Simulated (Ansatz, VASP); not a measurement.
## Mg8O9 in VASP and in Ansatz

```xyz
17
Lattice="0.0000 4.4080 4.4080 4.4080 0.0000 4.4080 4.4080 4.4080 0.0000" Properties=species:S:1:pos:R:3 pbc="T T T"
Mg    0.0385   -0.0297   -0.0418
Mg    2.2088    2.1511    0.0518
Mg    2.0942   -0.1082    2.3112
Mg    4.3551    2.1522    2.1968
Mg    0.0376    2.2435    2.2335
Mg    2.4392    4.6446    1.9666
Mg    2.1727    2.2454    4.3653
Mg    4.3543    4.4141    4.4594
O     2.2817    1.9131    2.1247
O     4.3900    4.3809    2.2307
O     4.3748    2.1721    4.4390
O     6.5838    4.3807    4.4237
O     2.2803    4.4855    4.6975
O     4.3261    6.5313    4.4873
O     4.1148    4.4880    6.5316
O     6.5838    6.5954    6.6389
O     1.3653    3.5732    3.0350
```

Alike in both runs: functional PBE; k mesh 2 × 2 × 2; occupations fermi-dirac, width 0.02 eV; collinear spin.

Ansatz relaxed the structure, and its values are those at the end. VASP's run is a single point on that final structure, the one shown.

|  | VASP | Ansatz |
| --- | --- | --- |
| version | VASP 6.6.1 | Ansatz 0.2.0 |
| potentials or method | VASP PAW PBE potentials, release 64 (Mg, O), cutoff 520 eV | scalar-relativistic, plane waves, PAW |
| valence electrons in the cell | 70 | 134 |

|  | VASP | Ansatz | Ansatz less VASP |
| --- | --- | --- | --- |
| rms of the force components (eV/Å) | 0.051 | 0.012 | -0.0389 |
| net moment per atom (μB) | 0.03 | 0.12 | +0.088 |
| size of the moment on the site where the two differ most (μB) | 0.17 | 0.70 | +0.536 |

Site moments also hang on the region over which each program counts them. VASP's potentials hold 70 valence electrons a cell and Ansatz's 134, so a difference there can come from the potentials and not from the codes.

The k mesh is coarse, so the values compare programs but aren't converged.
